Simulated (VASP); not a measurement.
Input of a VASP 6.6.1 run:

The input INCAR:

```
ALGO = Normal ; EDIFF = 1E-6
ENCUT = 520 ; GGA = PS
ISIF = 2 ; ISMEAR = 0
ISPIN = 2 ; LASPH = True
LCHARG = True ; LELF = True
LMAXMIX = 4 ; LORBIT = 11
LREAL = False ; LVHAR = True
LWAVE = False ; MAGMOM = 4 3 3 3
NBANDS = 30 ; NELM = 150
PREC = Accurate ; SIGMA = 0.1
```

The input KPOINTS:

```
k-points
0
Gamma
  12 12 12
```

The input POSCAR:

```
FeCo3
1.0
    3.5357026200      0.0000000000      0.0000000000
    0.0000000000      3.5357026200      0.0000000000
    0.0000000000      0.0000000000      3.5357026200
Fe Co
1 3
Direct
    0.0000000000      0.0000000000      0.0000000000
    0.5000000000      0.5000000000      0.0000000000
    0.5000000000      0.0000000000      0.5000000000
    0.0000000000      0.5000000000      0.5000000000
```

Potentials or basis: VASP PAW PBE potentials, release 64 (Fe, Co).

The run is started by

```console
$ cat potpaw_PBE.64/Fe/POTCAR potpaw_PBE.64/Co/POTCAR > POTCAR
$ mpirun -np 1 vasp_std > vasp.out
```

Problem. What does it give for the pressure?

Solution. -9.0 GPa.

Problem. Predict the site moments.

Solution. Fe +2.56; Co +1.60 μB.

Caveat: the cell stands under tension; the PAW data sets were made with another functional, which shifts forces and pressure a little.
